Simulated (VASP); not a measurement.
# C: single point with PBE+D3(BJ)

The system is C, a slab with vacuum.

```
C
1.0
     4.93130    0.00000    0.00000
    -2.46565    4.27064    0.00000
     0.00000    0.00000   16.60003
C
8
Direct
  0.33333 0.16667 0.24097
  0.33333 0.66667 0.24097
  0.83333 0.16667 0.24097
  0.83333 0.66667 0.24097
  0.16667 0.33333 0.24096
  0.16667 0.83333 0.24096
  0.66667 0.33333 0.24096
  0.66667 0.83333 0.24096
```

```yaml
Program: VASP 6.6.1
Task: single point
Functional: PBE
Dispersion: D3(BJ)
Potentials_or_basis: VASP PAW PBE potentials, release 64 (C)
Cutoff: 520 eV
k_mesh: 6 × 6 × 1
Occupations: gaussian, width 0.1 eV
Spin: no spin polarisation
```

```yaml
Band_gap_on_the_k_mesh: zero (filled and empty bands touch)
Dispersion_energy_per_atom: -0.089 eV
```

Levels at points of the mesh, in eV from the Fermi level:
| k point | band 12 | band 13 | band 14 | band 15 | band 16 | band 17 | band 18 | band 19 | band 20 | band 21 |
| --- | --- | --- | --- | --- | --- | --- | --- | --- | --- | --- |
| (0.00, 0.00, 0.00) | -3.05 | -3.05 | -2.36 | -2.36 | -2.36 | 1.68 | 1.68 | 1.68 | 3.26 | 4.11 |
| (0.50, 0.00, 0.00) | -5.89 | -5.06 | -5.06 | -2.74 | -2.74 | 2.82 | 2.82 | 5.26 | 5.26 | 6.11 |

It took 2.5 min on 1 thread of Intel(R) Xeon(R) Platinum 8488C (Sapphire Rapids), on a shared host, peak memory 0.47 GiB.
